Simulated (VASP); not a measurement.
A run of VASP 6.6.1 is set up as follows.

INCAR

```
ALGO = Normal ; EDIFF = 1E-6
ENCUT = 600 ; GGA = PE
GGA_COMPAT = False ; ISIF = 2
ISMEAR = 0 ; LASPH = True
LCHARG = True ; LELF = True
LREAL = False ; LVHAR = True
LWAVE = False ; NBANDS = 19
NELM = 120 ; PREC = Accurate
SIGMA = 0.02
```

The input KPOINTS:

```
k-points
0
Gamma
  6 6 6
```

Contents of POSCAR:

```
BaF2
1.0
    0.0000000000      3.1539237672      3.1539237672
    3.1539237672      0.0000000000      3.1539237672
    3.1539237672      3.1539237672      0.0000000000
Ba F
1 2
Direct
    0.0000000000      0.0000000000      0.0000000000
    0.2500000000      0.2500000000      0.2500000000
    0.7500000000      0.7500000000      0.7500000000
```

Potentials or basis: VASP PAW PBE potentials, release 64 (Ba_sv, F).

The run is started by

```console
$ cat potpaw_PBE.64/Ba_sv/POTCAR potpaw_PBE.64/F/POTCAR > POTCAR
$ mpirun -np 1 vasp_std > vasp.out
```

Q: Estimate the pressure.

A: -0.7 GPa.

Q: What does it give for the band gap on the k mesh?

A: 6.54 eV (least direct gap 6.59 eV).

Caveat: spin-orbit coupling is left out, which moves the levels of the heavy elements. Expect the measured gap to be larger: semilocal functionals such as PBE lack the derivative discontinuity.
